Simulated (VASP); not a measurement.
# AlN (F-43m) in VASP: single point with PBE

Aim: the single point of AlN with PBE.

Everything below comes from runs of VASP 6.6.1. Logs are shortened: lines on timing, memory, paths and dates and some standing lists are left out, and cuts for length are marked.

**1. The cell of the first run**

The structure is cubic, space group F-43m (No. 216). The conventional cell has a = 4.368 Å, b = 4.368 Å, c = 4.368 Å, α = 90.00°, β = 90.00°, γ = 90.00°. Within 2.5 Å of Al (site symmetry -43m) lie 4 N at 1.89 Å. N (site symmetry -43m) has 4 Al at 1.89 Å within 2.5 Å.

**2. Single point, PBE**

INCAR

```
PREC = Accurate ; ENCUT = 600
EDIFF = 1E-6 ; ISMEAR = 0
SIGMA = 0.01 ; LREAL = F
LASPH = T ; NELM = 120
ALGO = Normal ; ISIF = 2
LWAVE = F ; LCHARG = F
GGA = PE ; NBANDS = 11
GGA_COMPAT = F
```

KPOINTS

```
regular mesh
0
Gamma
  6 6 6
```

POSCAR

```
AlN
1.0
    0.0000000000      2.1839900000      2.1839900000
    2.1839900000      0.0000000000      2.1839900000
    2.1839900000      2.1839900000      0.0000000000
Al N
1 1
Direct
    0.0000000000      0.0000000000      0.0000000000
    0.7500000000      0.7500000000      0.7500000000
```

Potentials or basis: VASP PAW PBE potentials, release 64 (Al, N).

Run with:

```bash
> cat potpaw_PBE.64/Al/POTCAR potpaw_PBE.64/N/POTCAR > POTCAR
> mpirun -np 1 vasp_std > vasp.out
```

OUTCAR:

```text
PREC = Accurate
   ENCUT = 600
   EDIFF = 1E-6
   ISMEAR = 0
   LREAL = F
   LASPH = T
   NELM = 120
   ISIF = 2
   GGA = PE

 ion  position               nearest neighbor table
   1  0.000  0.000  0.000-   2 1.89   2 1.89   2 1.89   2 1.89
   2  0.750  0.750  0.750-   1 1.89   1 1.89   1 1.89   1 1.89

  LATTYP: Found a face centered cubic cell.
 ALAT       =     4.3679800000

  Lattice vectors:

 A1 = (   0.0000000000,   2.1839900000,   2.1839900000)
 A2 = (   2.1839900000,   0.0000000000,   2.1839900000)
 A3 = (   2.1839900000,   2.1839900000,   0.0000000000)

Analysis of symmetry for initial positions (statically):
=====================================================================
 Subroutine PRICEL returns:
 Original cell was already a primitive cell.

 Routine SETGRP: Setting up the symmetry group for a
 face centered cubic supercell.

 Subroutine GETGRP returns: Found 24 space group operations
 (whereof 24 operations were pure point group operations)
 out of a pool of 48 trial point group operations.

The static configuration has the point symmetry T_d .

Analysis of symmetry for dynamics (positions and initial velocities):
=====================================================================
 Subroutine PRICEL returns:
 Original cell was already a primitive cell.

 Routine SETGRP: Setting up the symmetry group for a
 face centered cubic supercell.

 Subroutine GETGRP returns: Found 24 space group operations
 (whereof 24 operations were pure point group operations)
 out of a pool of 48 trial point group operations.

The dynamic configuration has the point symmetry T_d .

 Subroutine INISYM returns: Found 24 space group operations
 (whereof 24 operations are pure point group operations),
 and found     1 'primitive' translations

----------------------------------------------------------------------------------------

                                     Primitive cell

  volume of cell :      20.8344

  direct lattice vectors                    reciprocal lattice vectors
     0.000000000  2.183990000  2.183990000    -0.228938777  0.228938777  0.228938777
     2.183990000  0.000000000  2.183990000     0.228938777 -0.228938777  0.228938777
     2.183990000  2.183990000  0.000000000     0.228938777  0.228938777 -0.228938777

  length of vectors
     3.088628278  3.088628278  3.088628278     0.396533594  0.396533594  0.396533594

  position of ions in fractional coordinates (direct lattice)
     0.000000000  0.000000000  0.000000000
     0.750000000  0.750000000  0.750000000

  ion indices of the primitive-cell ions
   primitive index   ion index
                 1           1
                 2           2

----------------------------------------------------------------------------------------

 KPOINTS: regular mesh

Automatic generation of k-mesh.
 Grid dimensions read from file:
 generate k-points for:    6    6    6

 Generating k-lattice:

  Cartesian coordinates                     Fractional coordinates (reciprocal lattice)
    -0.038156463  0.038156463  0.038156463     0.166666667  0.000000000  0.000000000
     0.038156463 -0.038156463  0.038156463     0.000000000  0.166666667  0.000000000
     0.038156463  0.038156463 -0.038156463     0.000000000  0.000000000  0.166666667

  Length of vectors
     0.066088932  0.066088932  0.066088932

  Shift w.r.t. Gamma in fractional coordinates (k-lattice)
     0.000000000  0.000000000  0.000000000

 Subroutine IBZKPT returns following result:
 ===========================================

 Found     16 irreducible k-points:

 Following reciprocal coordinates:
            Coordinates               Weight
  0.000000  0.000000  0.000000      1.000000
  0.166667  0.000000  0.000000      8.000000
  0.333333  0.000000  0.000000      8.000000
  0.500000  0.000000  0.000000      4.000000
  0.166667  0.166667  0.000000      6.000000
  0.333333  0.166667  0.000000     24.000000
[... 8 lines left out ...]
 -0.333333  0.333333  0.166667     24.000000
 -0.333333  0.500000  0.166667     12.000000
   k-points           NKPTS =     16   k-points in BZ     NKDIM =     16   number of bands    NBANDS=     11
   number of dos      NEDOS =    301   number of ions     NIONS =      2
   total plane-waves  NPLWV =  21952
   dimension x,y,z NGX =    28 NGY =   28 NGZ =   28
   dimension x,y,z NGXF=    56 NGYF=   56 NGZF=   56
   ions per type =               1   1
   NGX,Y,Z   is equivalent  to a cutoff of  15.07, 15.07, 15.07 a.u.
   NGXF,Y,Z  is equivalent  to a cutoff of  30.14, 30.14, 30.14 a.u.
 SYSTEM =  unknown system
   PREC   = accura    normal or accurate (medium, high low for compatibility)
   ISTART =      0    job   : 0-new  1-cont  2-samecut
   ICHARG =      2    charge: 1-file 2-atom 10-const
   ISPIN  =      1    spin polarized calculation?
   LNONCOLLINEAR =      F non collinear calculations
   LSORBIT =      F    spin-orbit coupling
   LASPH  =      T    aspherical Exc in radial PAW
   ENCUT  =  600.0 eV  44.10 Ry    6.64 a.u.   6.17  6.17  6.17*2*pi/ulx,y,z
   NELM   =    120;   NELMIN=  2; NELMDL= -5     # of ELM steps
   EDIFF  = 0.1E-05   stopping-criterion for ELM
   LREAL  =      F    real-space projection
[... 7 lines left out ...]
   TEBEG  =    0.0;   TEEND  =   0.0 temperature during run
   PSTRESS=    0.0 pullay stress
   NELECT =       8.0000    total number of electrons
   NUPDOWN=      -1.0000    fix difference up-down
   EMIN   =  10.00;   EMAX   =-10.00  energy-range for DOS
   EFERMI =   0.00;   METHOD = LEGACY
   ISMEAR =     0;   SIGMA  =   0.01  broadening in eV -4-tet -1-fermi 0-gaus
   EFERMI_NEDOS =   21; number of points for ismear=-14 and -15
   IALGO  =     38    algorithm
   IMIX   =      4    mixing-type and parameters
     AMIX     =   0.40;   BMIX     =  1.00
     AMIX_MAG =   1.60;   BMIX_MAG =  1.00
  volume/ion in A,a.u.               =      10.42        70.30
  Fermi-wavevector in a.u.,A,eV,Ry     =   1.189901  2.248587 19.264006  1.415865
  Thomas-Fermi vector in A             =   2.325998
   LORBIT       =      0    0 simple, 1 ext, 2 COOP (PROOUT), +10 PAW based schemes
   GGA     = PE    functional components
   LHFCALC =     F    Hartree Fock is set to
   AEXX    =    0.0000 exact exchange contribution
   IVDW    =     0    specifies the selected vdW correction
   LEPSILON=     F    determine dielectric tensor
   LRPA    =     F    only Hartree local field effects (RPA)
 non-spin polarized calculation
 Gauss-broadening in eV      SIGMA  =   0.01
  energy-cutoff  :      600.00
  volume of cell :       20.83
 maximum number of plane-waves:       725
 NGX is ok and might be reduce to    28
   NGX = 13   NGY = 13   NGZ = 13

 number of electron       7.9999999 magnetization

 Free energy of the ion-electron system (eV)
  ---------------------------------------------------
  ext. energy  EPLUGINS =         0.00000000
  ---------------------------------------------------
  free energy    TOTEN  =       -14.84009506 eV

  energy without entropy =      -14.84009506  energy(sigma->0) =      -14.84009506

 E-fermi :   6.0190     XC(G=0): -10.9333

 val. band max:        5.9721229545   @ k =   0.0000   0.0000   0.0000
 cond. band min:       9.2882326028   @ k =   0.5000   0.5000   0.0000
 fundamental gap:      3.3161096483
 Fermi energy:         6.0189823962

 k-point     1 :       0.0000    0.0000    0.0000
  band No.  band energies     occupation
      1      -9.0099      2.00000
      2       5.9721      2.00000
      3       5.9721      2.00000
      4       5.9721      2.00000
      5      10.1674      0.00000
      6      18.5306      0.00000
      7      18.5306      0.00000
      8      18.5306      0.00000
      9      23.6590      0.00000
     10      23.6590      0.00000
     11      25.0608      0.00000

 k-point     2 :       0.1667    0.0000    0.0000
  band No.  band energies     occupation
      1      -8.6122      2.00000
      2       4.1194      2.00000
      3       5.8400      2.00000
      4       5.8400      2.00000
      5      11.5889      0.00000
      6      17.6194      0.00000
      7      18.6972      0.00000
      8      18.6972      0.00000
      9      21.8567      0.00000
     10      21.8567      0.00000
     11      23.6327      0.00000

 k-point     3 :       0.3333    0.0000    0.0000
  band No.  band energies     occupation
      1      -7.6259      2.00000
      2       1.4229      2.00000
      3       5.6011      2.00000
      4       5.6011      2.00000
      5      12.9808      0.00000
      6      16.3724      0.00000
      7      17.7026      0.00000
      8      17.7026      0.00000
      9      23.3111      0.00000
     10      23.4972      0.00000
     11      23.4972      0.00000

 k-point     4 :       0.5000    0.0000    0.0000
  band No.  band energies     occupation
      1      -6.9611      2.00000
      2       0.1168      2.00000
      3       5.4924      2.00000
      4       5.4924      2.00000
      5      13.3506      0.00000
      6      15.8366      0.00000
      7      17.1170      0.00000
      8      17.1170      0.00000
      9      23.9582      0.00000
     10      26.0702      0.00000
     11      26.0702      0.00000

 k-point     5 :       0.1667    0.1667    0.0000
  band No.  band energies     occupation
      1      -8.4810      2.00000
      2       4.2461      2.00000
      3       5.4543      2.00000
      4       5.4543      2.00000
      5      11.8670      0.00000
      6      17.1331      0.00000
      7      18.5883      0.00000
      8      19.2597      0.00000
      9      19.2597      0.00000
     10      24.4986      0.00000
     11      26.7594      0.00000
[... 99 lines left out ...]
 k-point    13 :       0.5000    0.5000    0.0000
  band No.  band energies     occupation
      1      -6.3257      2.00000
      2       1.0689      2.00000
      3       4.1982      2.00000
      4       4.1982      2.00000
      5       9.2882      0.00000
      6      14.5854      0.00000
      7      19.9292      0.00000
      8      21.7047      0.00000
      9      21.7047      0.00000
     10      29.5109      0.00000
     11      29.9685      0.00000

 k-point    14 :       0.5000    0.3333    0.1667
  band No.  band energies     occupation
      1      -6.9247      2.00000
      2       1.6577      2.00000
      3       3.6554      2.00000
      4       4.7543      2.00000
      5      12.4027      0.00000
      6      16.4301      0.00000
      7      16.8598      0.00000
      8      19.4647      0.00000
      9      21.7208      0.00000
     10      25.9284      0.00000
     11      29.0749      0.00000

 k-point    15 :      -0.3333    0.3333    0.1667
  band No.  band energies     occupation
      1      -6.4632      2.00000
      2       1.3471      2.00000
      3       3.0393      2.00000
      4       4.3251      2.00000
      5      12.4625      0.00000
      6      16.0504      0.00000
      7      18.0268      0.00000
      8      19.0720      0.00000
      9      22.8064      0.00000
     10      24.5693      0.00000
     11      29.9982      0.00000

 k-point    16 :      -0.3333    0.5000    0.1667
  band No.  band energies     occupation
      1      -6.2838      2.00000
      2       1.6586      2.00000
      3       3.1928      2.00000
      4       3.4707      2.00000
      5      11.2193      0.00000
      6      16.2858      0.00000
      7      18.9568      0.00000
      8      18.9958      0.00000
      9      22.5455      0.00000
     10      26.1877      0.00000
     11      30.5484      0.00000

------------------------ aborting loop because EDIFF is reached ----------------------------------------

  FORCE on cell =-STRESS in cart. coord.  units (eV):
  Direction    XX          YY          ZZ          XY          YZ          ZX
  --------------------------------------------------------------------------------------
  -------------------------------------------------------------------------------------
  Total        0.5795643      0.5795643      0.5795643      0.0000000      0.0000000     -0.0000000
  in kB       44.5687332     44.5687332     44.5687332      0.0000000      0.0000000     -0.0000000
  external PRESSURE =      44.5687332 kB  Pullay stress =       0.0000000 kB

 VOLUME and BASIS-vectors are now :
 -----------------------------------------------------------------------------
  energy-cutoff  :      600.00
  volume of cell :       20.83
      direct lattice vectors                 reciprocal lattice vectors
     0.000000000  2.183990000  2.183990000    -0.228938777  0.228938777  0.228938777
     2.183990000  0.000000000  2.183990000     0.228938777 -0.228938777  0.228938777
     2.183990000  2.183990000  0.000000000     0.228938777  0.228938777 -0.228938777

 POSITION                                       TOTAL-FORCE (eV/Angst)
 -----------------------------------------------------------------------------------
      0.00000      0.00000      0.00000         0.000000      0.000000      0.000000
      3.27599      3.27599      3.27599        -0.000000     -0.000000     -0.000000
 -----------------------------------------------------------------------------------
    total drift:                               -0.000000     -0.000000     -0.000000

  FREE ENERGIE OF THE ION-ELECTRON SYSTEM (eV)
  ---------------------------------------------------
  free  energy   TOTEN  =       -14.8400950551 eV

  energy  without entropy=      -14.8400950551  energy(sigma->0) =      -14.84009506
```

Wall time 9.2 s (1 thread of Intel Xeon 8259CL, shared host); peak memory 0.15 GiB.

What came out:

```
Free energy            : -14.8401 eV
Pressure               : 4.5 GPa
Band gap on the k mesh : 3.32 eV, indirect (least direct gap 4.20 eV)
```

Levels at points of the mesh, in eV from the valence-band top:
```
           k point  band 1  band 2  band 3  band 4  band 5  band 6  band 7  band 8  band 9
(0.00, 0.00, 0.00)  -14.98    0.00    0.00    0.00    4.20   12.56   12.56   12.56   17.69
(0.50, 0.00, 0.00)  -12.93   -5.86   -0.48   -0.48    7.38    9.86   11.14   11.14   17.99
(0.50, 0.50, 0.00)  -12.30   -4.90   -1.77   -1.77    3.32    8.61   13.96   15.73   15.73
```
